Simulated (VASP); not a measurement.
A run of VASP 6.6.1:

File INCAR:

```
SYSTEM = MgH6
PREC     = Accurate       ! precision mode
ENCUT    = 520            ! plane-wave cutoff, eV
EDIFF    = 1E-6           ! SCF threshold, eV
ISMEAR   = 0              ! smearing method
SIGMA    = 0.1            ! smearing width, eV
LREAL    = .False.        ! projectors in reciprocal space
LASPH    = .True.         ! aspherical terms in the spheres
NELM     = 100            ! most SCF steps
ALGO     = Normal         ! electronic algorithm
ISIF     = 2              ! what is computed and relaxed
LWAVE    = .False.        ! write WAVECAR
LCHARG   = .False.        ! write CHGCAR
GGA      = PE             ! functional
NBANDS   = 13             ! bands
```

KPOINTS

```
Automatic mesh
0
Gamma
  6 6 4
  0 0 0
```

The input POSCAR:

```
MgH6
1.0
    4.2568122745      0.0000000000      0.0000000000
   -2.1284061372      3.6865075688      0.0000000000
    0.0000000000      0.0000000000      3.7705008210
Mg H
1 6
Direct
    0.0000000000      0.0000000000      0.0000000000
    0.6666666667      0.3333333333      0.6016437203
    0.6666666667      0.3333333333      0.3983562797
    0.0000000000      0.0000000000      0.5000000000
    0.4347525895      0.5652474105      0.0000000000
    0.4347525895     -0.1304948210      0.0000000000
    1.1304948210      0.5652474105      0.0000000000
```

Potentials or basis: VASP PAW PBE potentials, release 64 (Mg, H).

Command:

```console
$ cat potpaw_PBE.64/Mg/POTCAR potpaw_PBE.64/H/POTCAR > POTCAR
$ mpirun -np 1 vasp_std > vasp.out
```

Hardware: 1 thread of Intel(R) Xeon(R) Platinum 8488C (Sapphire Rapids), on a shared host.

**Question.** Estimate the wall time of this run.

**Answer.** Wall time 10 s on 1 thread of Intel(R) Xeon(R) Platinum 8488C (Sapphire Rapids), with other jobs on the host, peak memory 0.17 GiB. Counts: scf iterations 13, k points 21.
